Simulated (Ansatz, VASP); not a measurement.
# Two plane-wave programs on Be5Te

```
Be Te
1.0
     4.01268    0.00000    0.00000
    -2.00634    3.47508    0.00000
     0.00000    0.00000   13.91975
Be Te
10 2
Direct
  0.33333 0.66667 0.01907
  0.33316 0.32509 0.88948
  0.00000 0.00000 0.02041
  0.99193 0.66684 0.88948
  0.66667 0.33333 0.02029
  0.85550 0.66665 0.14843
  0.33335 0.18886 0.14843
  0.81114 0.14450 0.14843
  0.67491 0.00807 0.88948
  0.33333 0.66667 0.57574
  0.66667 0.33333 0.56092
  0.33333 0.66667 0.26384
```

Alike in both runs: functional PBE; k mesh 12 × 12 × 4; occupations gaussian, width 0.01 eV; no spin polarisation.

Ansatz relaxed the structure, and its values are those at the end. VASP's run is a single point on that final structure, the one shown.

|  | VASP | Ansatz |
| --- | --- | --- |
| version | VASP 6.6.1 | Ansatz 0.2.0 |
| potentials or method | VASP PAW PBE potentials, release 64 (Be, Te), cutoff 520 eV | scalar-relativistic, plane waves, PAW |
| valence electrons in the cell | 32 | 52 |

|  | VASP | Ansatz | Ansatz less VASP |
| --- | --- | --- | --- |
| gap on the k mesh at the Fermi level (eV) | 0.18 | 0.18 | -0.001 |
| least direct gap on the mesh (eV) | 0.52 | 0.52 | 0.000 |
| pressure (GPa) | 0.1 | 0.0 | -0.12 |
| rms of the force components (eV/Å) | 0.007 | 0.000 | -0.0067 |

The functional is the same, so the differences come from potentials, cutoffs and numerics. VASP's potentials hold 32 valence electrons a cell and Ansatz's 52, so a difference there can come from the potentials and not from the codes.

Spin-orbit coupling is off throughout.
